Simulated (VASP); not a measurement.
# N (P6_3/mmc) in VASP: further runs, part 2 of 3

VASP 6.6.1. The steps go on from the part before.

**3. Single point, LDA, collinear spin, ferromagnetic start (strain +0.015 along x and y, +0.015 along z)**

INCAR reads:

```
SYSTEM = N
  PREC = Accurate
  ENCUT = 520
  EDIFF = 1E-6
  ISMEAR = 0
  SIGMA = 0.05
  LREAL = .False.
  LASPH = .True.
  NELM = 150
  ALGO = Normal
  ISIF = 2
  LWAVE = .False.
  LCHARG = .True.
  ISPIN = 2
  MAGMOM = 3.18 3.18
  LORBIT = 11
  LELF = .True.
  LVHAR = .True.
  NBANDS = 16
```

KPOINTS reads:

```
Automatic mesh
0
Gamma
  12 12 6
  0 0 0
```

POSCAR reads:

```
N
1.0
    3.6834366744      0.0000000000      0.0000000000
   -1.8417183372      3.1899497332      0.0000000000
    0.0000000000      0.0000000000      5.9783500000
N
2
Direct
    0.3333333333      0.6666666667      0.2500000000
    0.6666666667      0.3333333333      0.7500000000
```

Potentials or basis: VASP PAW LDA potentials, release 64 (N).

Command:

```console
> cat potpaw_LDA.64/N/POTCAR > POTCAR
> mpirun -np 1 vasp_std > vasp.out
```

OUTCAR:

```text
SYSTEM = N
   PREC = Accurate
   ENCUT = 520
   EDIFF = 1E-6
   ISMEAR = 0
   LREAL = .False.
   LASPH = .True.
   NELM = 150
   ISIF = 2
   ISPIN = 2
   LORBIT = 11

 ion  position               nearest neighbor table
   1  0.333  0.667  0.250-
   2  0.667  0.333  0.750-

  LATTYP: Found a hexagonal cell.
 ALAT       =     3.6834366744
 C/A-ratio  =     1.6230359114

  Lattice vectors:

 A1 = (   3.6834366744,   0.0000000000,   0.0000000000)
 A2 = (  -1.8417183372,   3.1899497332,   0.0000000000)
 A3 = (   0.0000000000,   0.0000000000,   5.9783500000)

Analysis of symmetry for initial positions (statically):
=====================================================================
 Subroutine PRICEL returns:
 Original cell was already a primitive cell.

 Routine SETGRP: Setting up the symmetry group for a
 hexagonal supercell.

 Subroutine GETGRP returns: Found 24 space group operations
 (whereof 12 operations were pure point group operations)
 out of a pool of 24 trial point group operations.

The static configuration has the point symmetry D_3d.
 The point group associated with its full space group is D_6h.

Analysis of symmetry for dynamics (positions and initial velocities):
=====================================================================
 Subroutine PRICEL returns:
 Original cell was already a primitive cell.

 Routine SETGRP: Setting up the symmetry group for a
 hexagonal supercell.

 Subroutine GETGRP returns: Found 24 space group operations
 (whereof 12 operations were pure point group operations)
 out of a pool of 24 trial point group operations.

The dynamic configuration has the point symmetry D_3d.
 The point group associated with its full space group is D_6h.

Analysis of structural, dynamic, and magnetic symmetry:
=====================================================================
 Subroutine PRICEL returns:
 Original cell was already a primitive cell.

 Routine SETGRP: Setting up the symmetry group for a
 hexagonal supercell.

 Subroutine GETGRP returns: Found 24 space group operations
 (whereof 12 operations were pure point group operations)
 out of a pool of 24 trial point group operations.

The overall configuration has the point symmetry D_3d.
 The point group associated with its full space group is D_6h.

 Subroutine INISYM returns: Found 24 space group operations
 (whereof 12 operations are pure point group operations),
 and found     1 'primitive' translations

----------------------------------------------------------------------------------------

                                     Primitive cell

  volume of cell :      70.2455

  direct lattice vectors                    reciprocal lattice vectors
     3.683436674  0.000000000  0.000000000     0.271485596  0.156742282  0.000000000
    -1.841718337  3.189949733  0.000000000     0.000000000  0.313484564  0.000000000
     0.000000000  0.000000000  5.978350000     0.000000000  0.000000000  0.167270233

  length of vectors
     3.683436674  3.683436674  5.978350000     0.313484564  0.313484564  0.167270233

[... 70 lines left out ...]
 SYSTEM =  N
   PREC   = accura    normal or accurate (medium, high low for compatibility)
   ISTART =      0    job   : 0-new  1-cont  2-samecut
   ICHARG =      2    charge: 1-file 2-atom 10-const
   ISPIN  =      2    spin polarized calculation?
   LNONCOLLINEAR =      F non collinear calculations
   LSORBIT =      F    spin-orbit coupling
   LASPH  =      T    aspherical Exc in radial PAW
   ENCUT  =  520.0 eV  38.22 Ry    6.18 a.u.   6.85  6.85 11.12*2*pi/ulx,y,z
   NELM   =    150;   NELMIN=  2; NELMDL= -5     # of ELM steps
   EDIFF  = 0.1E-05   stopping-criterion for ELM
   LREAL  =      F    real-space projection
   EDIFFG = 0.1E-04   stopping-criterion for IOM
   NSW    =      0    number of steps for IOM
   IBRION =     -1    ionic relax: 0-MD 1-quasi-New 2-CG
   NFREE  =      0    steps in history (QN), initial steepest desc. (CG)
   ISIF   =      2    stress and relaxation
   ISYM   =      2    0-nonsym 1-usesym 2-fastsym
   POTIM  = 0.5000    time-step for ionic-motion
   TEBEG  =    0.0;   TEEND  =   0.0 temperature during run
   PSTRESS=    0.0 pullay stress
   NELECT =      10.0000    total number of electrons
   NUPDOWN=      -1.0000    fix difference up-down
   EMIN   =  10.00;   EMAX   =-10.00  energy-range for DOS
   EFERMI =   0.00;   METHOD = LEGACY
   ISMEAR =     0;   SIGMA  =   0.05  broadening in eV -4-tet -1-fermi 0-gaus
   EFERMI_NEDOS =   21; number of points for ismear=-14 and -15
   IALGO  =     38    algorithm
   IMIX   =      4    mixing-type and parameters
     AMIX     =   0.40;   BMIX     =  1.00
     AMIX_MAG =   1.60;   BMIX_MAG =  1.00
  volume/ion in A,a.u.               =      35.12       237.02
  Fermi-wavevector in a.u.,A,eV,Ry     =   0.854808  1.615353  9.941738  0.730697
  Thomas-Fermi vector in A             =   1.971461
   LORBIT       =     11    0 simple, 1 ext, 2 COOP (PROOUT), +10 PAW based schemes
   GGA     = CA    functional components
   LHFCALC =     F    Hartree Fock is set to
   AEXX    =    0.0000 exact exchange contribution
   IVDW    =     0    specifies the selected vdW correction
   LEPSILON=     F    determine dielectric tensor
   LRPA    =     F    only Hartree local field effects (RPA)
 spin polarized calculation
 Gauss-broadening in eV      SIGMA  =   0.05
  energy-cutoff  :      520.00
  volume of cell :       70.25
 maximum number of plane-waves:      1908
 NGX is ok and might be reduce to    28
   NGX = 13   NGY = 13   NGZ = 23

 number of electron      10.0000000 magnetization       5.9998412

 Free energy of the ion-electron system (eV)
  ---------------------------------------------------
  ext. energy  EPLUGINS =         0.00000000
  ---------------------------------------------------
  free energy    TOTEN  =        -5.89452046 eV

  energy without entropy =       -5.89452046  energy(sigma->0) =       -5.89452046

 E-fermi :  -5.3269     XC(G=0):  -5.9728

 val. band max:       -5.5392496836   @ k =   0.0000   0.0000   0.0000
 cond. band min:      -3.3145169935   @ k =   0.0000   0.0000   0.0000
 fundamental gap:      2.2247326901
 Fermi energy:        -5.3268679613

 spin component 1

 k-point     1 :       0.0000    0.0000    0.0000
  band No.  band energies     occupation
      1     -17.5204      1.00000
      2     -17.2279      1.00000
      3      -6.7469      1.00000
      4      -5.6700      1.00000
      5      -5.6700      1.00000
      6      -5.5500      1.00000
[... 435 lines left out ...]
      5      -6.1536      1.00000
      6      -5.8411      1.00000
[... 8 lines left out ...]
     15      11.6139      0.00000
     16      11.6875      0.00000

 [... further k-points ...]

 spin component 2

 k-point     1 :       0.0000    0.0000    0.0000
  band No.  band energies     occupation
      1     -13.4971      1.00000
      2     -13.0439      1.00000
      3      -3.3145      0.00000
      4      -1.4963      0.00000
      5      -1.4963      0.00000
      6      -1.3140      0.00000
[... 435 lines left out ...]
      5      -2.3245      0.00000
      6      -1.7801      0.00000
[... 8 lines left out ...]
     15      12.8734      0.00000
     16      13.2497      0.00000

 [... further k-points ...]

------------------------ aborting loop because EDIFF is reached ----------------------------------------

  FORCE on cell =-STRESS in cart. coord.  units (eV):
  Direction    XX          YY          ZZ          XY          YZ          ZX
  --------------------------------------------------------------------------------------
  -------------------------------------------------------------------------------------
  Total       -0.1813211     -0.1813211     -0.1793961      0.0000000      0.0000000      0.0000000
  in kB       -4.1356186     -4.1356186     -4.0917130      0.0000000      0.0000000      0.0000000
  external PRESSURE =      -4.1209834 kB  Pullay stress =       0.0000000 kB

 VOLUME and BASIS-vectors are now :
 -----------------------------------------------------------------------------
  energy-cutoff  :      520.00
  volume of cell :       70.25
      direct lattice vectors                 reciprocal lattice vectors
     3.683436674  0.000000000  0.000000000     0.271485596  0.156742282  0.000000000
    -1.841718337  3.189949733  0.000000000     0.000000000  0.313484564  0.000000000
     0.000000000  0.000000000  5.978350000     0.000000000  0.000000000  0.167270233

 POSITION                                       TOTAL-FORCE (eV/Angst)
 -----------------------------------------------------------------------------------
     -0.00000      2.12663      1.49459         0.000000      0.000000      0.000000
      1.84172      1.06332      4.48376        -0.000000     -0.000000      0.000000
 -----------------------------------------------------------------------------------
    total drift:                                0.000000     -0.000000      0.000000

  FREE ENERGIE OF THE ION-ELECTRON SYSTEM (eV)
  ---------------------------------------------------
  free  energy   TOTEN  =        -5.8945204614 eV

  energy  without entropy=       -5.8945204614  energy(sigma->0) =       -5.89452046

 total charge

# of ion       s       p       d       tot
------------------------------------------
    1        1.352   1.887   0.000   3.240
    2        1.352   1.887   0.000   3.240
--------------------------------------------------
tot          2.705   3.775   0.000   6.480

 magnetization (x)

# of ion       s       p       d       tot
------------------------------------------
    1        0.037   1.887   0.000   1.924
    2        0.037   1.887   0.000   1.924
--------------------------------------------------
tot          0.074   3.775   0.000   3.849
```

stdout:

```text
POSCAR found type information on POSCAR N
 POSCAR found :  1 types and       2 ions
 scaLAPACK will be used
 LDA part: xc-table for (Slater(with rela. corr.)+CA(PZ))
 , standard interpolation
 POSCAR, INCAR and KPOINTS ok, starting setup
 FFT: planning ... GRIDC
 FFT: planning ... GRID_SOFT
 FFT: planning ... GRID
 WAVECAR not read
 entering main loop
```

Wall time 97 s (1 thread of Intel Xeon 6975P-C, shared host); peak memory 0.23 GiB.

Results:

```yaml
Free_energy: -5.8945 eV
Pressure: -0.4 GPa
Band_gap_on_the_k_mesh: 2.22 eV, direct
Net_moment: 6.00 μB per cell
Site_moments: N +1.92 μB
Valence_electrons_inside_the_program's_atomic_spheres: N 3.24
```

Caveat: the cell differs from its parent crystal (strain +0.015 along x and y, +0.015 along z).

**4. Single point, LDA, collinear spin, ferromagnetic start (strain +0.030 along x and y, +0.000 along z)**

INCAR reads:

```
PREC = Accurate
ENCUT = 520
EDIFF = 1E-7
ISMEAR = 0
SIGMA = 0.05
LREAL = False
LASPH = True
NELM = 150
ALGO = Normal
ISIF = 2
LWAVE = False
LCHARG = True
ISPIN = 2
MAGMOM = 3.18 3.18
LORBIT = 11
LELF = True
LVHAR = True
NBANDS = 16
```

KPOINTS reads:

```
Automatic mesh
0
Gamma
  12 12 6
```

POSCAR reads:

```
N
1.0
    3.7378716991      0.0000000000      0.0000000000
   -1.8689358496      3.2370918475      0.0000000000
    0.0000000000      0.0000000000      5.8900000000
N
2
Direct
    0.3333333333      0.6666666667      0.2500000000
    0.6666666667      0.3333333333      0.7500000000
```

Command:

```console
> cat potpaw_LDA.64/N/POTCAR > POTCAR
> mpirun -np 1 vasp_std > vasp.out
```

It took 2 min on 1 thread of Intel Xeon 6975P-C, shared host; peak memory 0.23 GiB.

The run converged. Its results:

```yaml
Free_energy: -5.8922 eV
Pressure: -0.4 GPa
Band_gap_on_the_k_mesh: 2.24 eV, direct
Net_moment: 6.00 μB per cell
Site_moments: N +1.92 μB
Valence_electrons_inside_the_program's_atomic_spheres: N 3.24
```

Levels at points of the mesh, in eV from the valence-band top:
Spin up:
```
           k point  band 4  band 5  band 6  band 7  band 8  band 9  band 10  band 11  band 12  band 13
(0.00, 0.00, 0.00)   -0.19   -0.19   -0.05   -0.05    0.00    6.74    10.47    10.95    16.67    16.67
(0.50, 0.00, 0.00)   -0.81   -0.64   -0.42   -0.28   -0.15   10.13    10.28    11.61    12.38    13.46
(0.00, 0.00, 0.50)   -0.65   -0.12   -0.12   -0.12   -0.12    8.06     8.06    14.15    14.15    16.93
(0.50, 0.00, 0.50)   -1.12   -0.29   -0.29   -0.26   -0.26   10.43    10.43    11.38    11.38    14.60
```
Spin down:
| k point | band 1 | band 2 | band 3 | band 4 | band 5 |
| --- | --- | --- | --- | --- | --- |
| (0.00, 0.00, 0.00) | -7.96 | -7.49 | 2.24 | 3.97 | 3.97 |
| (0.50, 0.00, 0.00) | -7.54 | -7.40 | 2.41 | 2.89 | 3.20 |
| (0.00, 0.00, 0.50) | -7.73 | -7.73 | 3.10 | 3.10 | 4.07 |
| (0.50, 0.00, 0.50) | -7.47 | -7.47 | 2.37 | 2.37 | 3.80 |

Caveat: the cell differs from its parent crystal (strain +0.030 along x and y, +0.000 along z).

**5. Single point, LDA, collinear spin, ferromagnetic start (strain +0.015 along x and y, +0.030 along z)**

INCAR reads:

```
SYSTEM = N
PREC     = Accurate       ! precision mode
ENCUT    = 520            ! plane-wave cutoff, eV
EDIFF    = 1E-6           ! SCF threshold, eV
ISMEAR   = 0              ! smearing method
SIGMA    = 0.05           ! smearing width, eV
LREAL    = .False.        ! projectors in reciprocal space
LASPH    = .True.         ! aspherical terms in the spheres
NELM     = 150            ! most SCF steps
ALGO     = Normal         ! electronic algorithm
ISIF     = 2              ! what is computed and relaxed
LWAVE    = .False.        ! write WAVECAR
LCHARG   = .True.         ! write CHGCAR
ISPIN    = 2              ! spin polarisation
MAGMOM   = 3.18 3.18      ! initial moments
LORBIT   = 11             ! projections on sites
LELF     = .True.         ! ELF
LVHAR    = .True.       
NBANDS   = 16             ! bands
```

KPOINTS reads:

```
Automatic mesh
0
Gamma
  12 12 6
  0 0 0
```

POSCAR reads:

```
N
1.0
    3.6834366744      0.0000000000      0.0000000000
   -1.8417183372      3.1899497332      0.0000000000
    0.0000000000      0.0000000000      6.0667000000
N
2
Direct
    0.3333333333      0.6666666667      0.2500000000
    0.6666666667      0.3333333333      0.7500000000
```

Command:

```console
> cat potpaw_LDA.64/N/POTCAR > POTCAR
> mpirun -np 1 vasp_std > vasp.out
```

It took 62 s on 1 thread of Intel Xeon Platinum 8488C (Sapphire Rapids), shared host; peak memory 0.23 GiB.

The run converged. Its results:

* Free energy: -5.8923 eV
* Pressure: -0.4 GPa
* Band gap on the k mesh: 2.26 eV, direct
* Net moment: 6.00 μB per cell
* Site moments: N +1.92 μB
* Valence electrons inside the program's atomic spheres: N 3.24

Levels at points of the mesh, in eV from the valence-band top:
Spin up:
```tsv
k point	band 5	band 6	band 7	band 8	band 9	band 10	band 11	band 12
(0.00, 0.00, 0.00)	-0.11	-0.01	0.00	0.00	6.78	10.46	10.72	17.01
(0.50, 0.00, 0.00)	-0.59	-0.35	-0.25	-0.12	10.27	10.37	11.50	12.52
(0.00, 0.00, 0.50)	-0.05	-0.05	-0.05	-0.05	8.03	8.03	13.88	13.88
(0.50, 0.00, 0.50)	-0.26	-0.26	-0.23	-0.23	10.48	10.48	11.43	11.43
```
Spin down:
```tsv
k point	band 1	band 2	band 3	band 4	band 5	band 6
(0.00, 0.00, 0.00)	-7.93	-7.51	2.26	4.07	4.07	4.22
(0.50, 0.00, 0.00)	-7.49	-7.37	2.42	2.85	3.25	3.68
(0.00, 0.00, 0.50)	-7.72	-7.72	3.10	3.10	4.15	4.15
(0.50, 0.00, 0.50)	-7.43	-7.43	2.41	2.41	3.81	3.81
```

Caveat: the cell differs from its parent crystal (strain +0.015 along x and y, +0.030 along z). A k mesh can miss the band edges.

**6. Single point, LDA, collinear spin, ferromagnetic start (strain +0.030 along x and y, +0.015 along z)**

INCAR reads:

```
PREC     = Accurate       # precision mode
ENCUT    = 520            # plane-wave cutoff, eV
EDIFF    = 1E-7           # SCF threshold, eV
ISMEAR   = 0              # smearing method
SIGMA    = 0.05           # smearing width, eV
LREAL    = F              # projectors in reciprocal space
LASPH    = T              # aspherical terms in the spheres
NELM     = 150            # most SCF steps
ALGO     = Normal         # electronic algorithm
ISIF     = 2              # what is computed and relaxed
LWAVE    = F              # write WAVECAR
LCHARG   = F              # write CHGCAR
ISPIN    = 2              # spin polarisation
MAGMOM   = 3.18 3.18      # initial moments
LORBIT   = 11             # projections on sites
GGA      = CA             # functional
NBANDS   = 16             # bands
```

KPOINTS reads:

```
regular mesh
0
Gamma
  12 12 6
```

POSCAR reads:

```
N
1.0
    3.7378716991      0.0000000000      0.0000000000
   -1.8689358496      3.2370918475      0.0000000000
    0.0000000000      0.0000000000      5.9783500000
N
2
Direct
    0.3333333333      0.6666666667      0.2500000000
    0.6666666667      0.3333333333      0.7500000000
```

Potentials or basis: VASP PAW LDA potentials, release 64 (N).

Command:

```console
> cat potpaw_LDA.64/N/POTCAR > POTCAR
> mpirun -np 1 vasp_std > vasp.out
```

Run time: 71 s. Hardware: 1 thread of Intel Xeon Platinum 8488C (Sapphire Rapids), shared host; peak memory 0.23 GiB.

The run converged. Its results:

```yaml
Free_energy: -5.8900 eV
Pressure: -0.4 GPa
Band_gap_on_the_k_mesh: 2.29 eV, direct
Net_moment: 6.00 μB per cell
Site_moments: N +1.92 μB
Valence_electrons_inside_the_program's_atomic_spheres: N 3.24
```

Levels at points of the mesh, in eV from the valence-band top:
Spin up:
```tsv
k point	band 5	band 6	band 7	band 8	band 9	band 10	band 11	band 12
(0.00, 0.00, 0.00)	-0.15	-0.03	-0.03	0.00	6.74	10.44	10.82	16.72
(0.50, 0.00, 0.00)	-0.60	-0.38	-0.25	-0.13	10.14	10.27	11.55	12.40
(0.00, 0.00, 0.50)	-0.09	-0.09	-0.09	-0.09	8.02	8.02	14.01	14.01
(0.50, 0.00, 0.50)	-0.26	-0.26	-0.25	-0.25	10.42	10.42	11.34	11.34
```
Spin down:
| k point | band 1 | band 2 | band 3 | band 4 | band 5 | band 6 | band 7 |
| --- | --- | --- | --- | --- | --- | --- | --- |
| (0.00, 0.00, 0.00) | -7.91 | -7.48 | 2.29 | 4.00 | 4.00 | 4.19 | 4.19 |
| (0.50, 0.00, 0.00) | -7.51 | -7.38 | 2.45 | 2.90 | 3.24 | 3.63 | 3.80 |
| (0.00, 0.00, 0.50) | -7.71 | -7.71 | 3.12 | 3.12 | 4.10 | 4.10 | 4.10 |
| (0.50, 0.00, 0.50) | -7.44 | -7.44 | 2.42 | 2.42 | 3.82 | 3.82 | 3.82 |

Caveat: the cell differs from its parent crystal (strain +0.030 along x and y, +0.015 along z). A k mesh can miss the band edges.

(Continued in part 3 of 3.)
